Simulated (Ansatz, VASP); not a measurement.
# Two plane-wave programs on BaMgAsF

```
Ba As Mg F
1.0
     4.41763    0.00000    0.00000
     0.00000    4.41763    0.00000
     0.00000    0.00000    9.68734
Ba As Mg F
2 2 2 2
Direct
  0.50000 0.00000 0.15474
  0.00000 0.50000 0.84526
  0.50000 0.00000 0.66135
  0.00000 0.50000 0.33865
  0.50000 0.50000 0.50000
  0.00000 0.00000 0.50000
  0.50000 0.50000 0.00000
  0.00000 0.00000 0.00000
```

Alike in both runs: functional PBE; k mesh 6 × 6 × 4; occupations gaussian, width 0.02 eV; no spin polarisation.

Ansatz relaxed the structure, and its values are those at the end. VASP's run is a single point on that final structure, the one shown.

|  | VASP | Ansatz |
| --- | --- | --- |
| version | VASP 6.6.1 | Ansatz 0.2.0 |
| potentials or method | VASP PAW PBE potentials, release 64 (Ba_sv, As, Mg, F), cutoff 520 eV | scalar-relativistic, plane waves, PAW |
| valence electrons in the cell | 48 | 84 |

|  | VASP | Ansatz | Ansatz less VASP |
| --- | --- | --- | --- |
| gap on the k mesh at the Fermi level (eV) | 1.54 | 1.57 | +0.023 |
| least direct gap on the mesh (eV) | 1.54 | 1.57 | +0.023 |
| pressure (GPa) | 0.5 | 0.0 | -0.50 |
| rms of the force components (eV/Å) | 0.035 | 0.000 | -0.0350 |

VASP's potentials hold 48 valence electrons a cell and Ansatz's 84, so a difference there can come from the potentials and not from the codes.

Spin-orbit coupling is off throughout.
